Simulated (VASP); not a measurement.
Set up this calculation in VASP 6.6.1, as the native input.

```yaml
Task: single point
Functional: r2SCAN
Potentials_or_basis: VASP PAW PBE potentials, release 64 (La)
Cutoff: 520 eV
k_mesh: 6 × 6 × 2
Occupations: gaussian, width 0.1 eV
Spin: no spin polarisation
Dipole_correction: no
Further_INCAR_settings: ALGO = Normal; EDIFF = 1e-06; NBANDS = 30
```

Crystal: La.

```
CELL_PARAMETERS angstrom
3.79631 0.00000 0.00000
-1.89816 3.28770 0.00000
0.00000 0.00000 12.04126
ATOMIC_POSITIONS crystal
La 0.00000 0.00000 0.00000
La 0.00000 0.00000 0.50000
La 0.33333 0.66667 0.25000
La 0.66667 0.33333 0.75000
```

The input as run:

POSCAR

```
La
1.0
    3.7963115000      0.0000000000      0.0000000000
   -1.8981557500      3.2877022000      0.0000000000
    0.0000000000      0.0000000000     12.0412575300
La
4
Direct
    0.0000000000      0.0000000000      0.0000000000
    0.0000000000      0.0000000000      0.5000000000
    0.3333333300      0.6666666700      0.2500000000
    0.6666666700      0.3333333300      0.7500000000
```

INCAR.step1

```
SYSTEM = La
PREC = Accurate ; ENCUT = 520
ISMEAR = 0 ; SIGMA = 0.1
LREAL = .False. ; LASPH = .True.
NELM = 60 ; NBANDS = 30
GGA = PE ; ALGO = Normal
EDIFF = 1E-4 ; LWAVE = .True.
LCHARG = .False.
```

INCAR.step2

```
SYSTEM = La
PREC = Accurate ; ENCUT = 520
EDIFF = 1E-6 ; ISMEAR = 0
SIGMA = 0.1 ; LREAL = .False.
LASPH = .True. ; NELM = 60
ALGO = Normal ; ISIF = 2
LWAVE = .False. ; LCHARG = .False.
METAGGA = R2SCAN ; LMIXTAU = .True.
NBANDS = 30 ; ISTART = 1
```

KPOINTS

```
Automatic mesh
0
Gamma
  6 6 2
  0 0 0
```

Potentials or basis: VASP PAW PBE potentials, release 64 (La).

Command:

```console
$ cat potpaw_PBE.64/La/POTCAR > POTCAR
$ cp INCAR.step1 INCAR
$ mpirun -np 1 vasp_std > vasp.out
$ cp INCAR.step2 INCAR
$ mpirun -np 1 vasp_std > vasp.out
```

Results of the run:

```json
{"Pressure": "0.0 GPa", "Band gap on the k mesh": "zero (band 22 reaches 8.82 eV, above the bottom of band 23 at 7.67 eV)"}
```

Caveat: the PAW data sets were made with another functional, which shifts forces and pressure a little; spin-orbit coupling is left out, which moves the levels of the heavy elements.

Run time: 9.3 min on 1 thread of AMD EPYC 7R13 Processor (Zen 3), with other jobs on the host, peak memory 0.27 GiB.
